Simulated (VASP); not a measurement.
Input of a VASP 6.6.1 run:

File INCAR:

```
ALGO     = Normal         # electronic algorithm
EDIFF    = 1E-6           # SCF threshold, eV
ENCUT    = 520            # plane-wave cutoff, eV
ISIF     = 2              # what is computed and relaxed
ISMEAR   = -1             # smearing method
LASPH    = T              # aspherical terms in the spheres
LCHARG   = F              # write CHGCAR
LREAL    = F              # projectors in reciprocal space
LWAVE    = F              # write WAVECAR
NBANDS   = 28             # bands
NELM     = 60             # most SCF steps
PREC     = Accurate       # precision mode
SIGMA    = 0.1            # smearing width, eV
```

File KPOINTS:

```
k-points
0
Gamma
  7 7 7
```

File POSCAR:

```
Ba3SbP
1.0
    6.1131770000      0.0000000000      0.0000000000
    0.0000000000      6.1131770000      0.0000000000
    0.0000000000      0.0000000000      6.1131770000
Ba Sb P
3 1 1
Direct
    0.5000000000      0.5000000000      0.0000000000
    0.5000000000      0.0000000000      0.5000000000
    0.0000000000      0.5000000000      0.5000000000
    0.0000000000      0.0000000000      0.0000000000
    0.5000000000      0.5000000000      0.5000000000
```

Potentials or basis: VASP PAW LDA potentials, release 64 (Ba_sv, Sb, P).

The run is started by

```sh
$ cat potpaw_LDA.64/Ba_sv/POTCAR potpaw_LDA.64/Sb/POTCAR potpaw_LDA.64/P/POTCAR > POTCAR
$ mpirun -np 1 vasp_std > vasp.out
```

**Question.** Estimate the pressure.

**Answer.** -2.0 GPa.

**Question.** What does it give for the band gap on the k mesh?

**Answer.** 0.14 eV, direct.

Caveat: spin-orbit coupling is left out, which moves the levels of the heavy elements. A k mesh can miss the band edges.
